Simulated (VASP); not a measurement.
Runs of VASP 6.6.1 on ZnGe3. Symmetry: Pm-3m, No. 221, cubic system. Conventional cell: a = 4.222 Å, b = 4.222 Å, c = 4.222 Å, α = 90.00°, β = 90.00°, γ = 90.00°. Zn (site symmetry m-3m) has 12 Ge at 2.99 Å within 3.9 Å. Within 3.9 Å of Ge (site symmetry 4/mmm) lie 4 Zn at 2.99 Å and 8 Ge at 2.99 Å. 

```tsv
level	potentials or basis	cutoff (eV)	gap on the mesh (eV)	pressure (GPa)
r2SCAN	VASP PAW PBE potentials, release 64 (Zn, Ge_d)	550	none	-2.9
LDA	VASP PAW LDA potentials, release 64 (Zn, Ge_d)	500	none	(a)
RPBE	VASP PAW PBE potentials, release 64 (Zn, Ge_d)	500	none	1.3
BLYP	VASP PAW PBE potentials, release 64 (Zn, Ge_d)	500	none	5.7
```

Alike in all rows: task single point; no spin polarisation; cell as given; k mesh 7 × 7 × 7; smearing methfessel-paxton 0.15 eV.

Task: Estimate the missing entries.

Result: (a) -5.7.

Caveats: the PAW data sets were made with another functional, which shifts forces and pressure a little (at least some runs); the cell stands under tension (at least some runs); the cell stands under pressure (at least some runs).

A k mesh can miss the band edges, and the runs leave out spin-orbit coupling on Ge.

A gap of «none» marks levels without a gap at the run's occupations.
